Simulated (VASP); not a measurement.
Mg2C:

```
C Mg
1.0
     0.00000    2.71094    2.71094
     2.71094    0.00000    2.71094
     2.71094    2.71094    0.00000
C Mg
1 2
Direct
  0.00000 0.00000 0.00000
  0.25000 0.25000 0.25000
  0.75000 0.75000 0.75000
```

Program: VASP 6.6.1. Alike in all runs: task single point; no spin polarisation; cell as given; cutoff (eV) 520; smearing gaussian 0.01 eV. Hardware: 1 thread of Intel(R) Xeon(R) Platinum 8259CL CPU @ 2.50GHz (Skylake/Cascade Lake) (shared host).

Problem. Order these runs on this cell by their wall time, lowest first.
A. level r2SCAN; potentials or basis VASP PAW PBE potentials, release 64 (C, Mg); k mesh 4 × 4 × 4
B. level LDA; potentials or basis VASP PAW LDA potentials, release 64 (C, Mg); k mesh 4 × 4 × 4
C. level HSE06; potentials or basis VASP PAW PBE potentials, release 64 (C, Mg); k mesh 4 × 4 × 4; grid for exact exchange (PRECFOCK) Normal; screening parameter 0.2079 1/Å
D. level PBE; potentials or basis VASP PAW PBE potentials, release 64 (C, Mg); k mesh 6 × 6 × 6

Solution. B (5 s), D (14 s), A (44 s), C (220 s).

Caveats: some runs use coarse meshes.
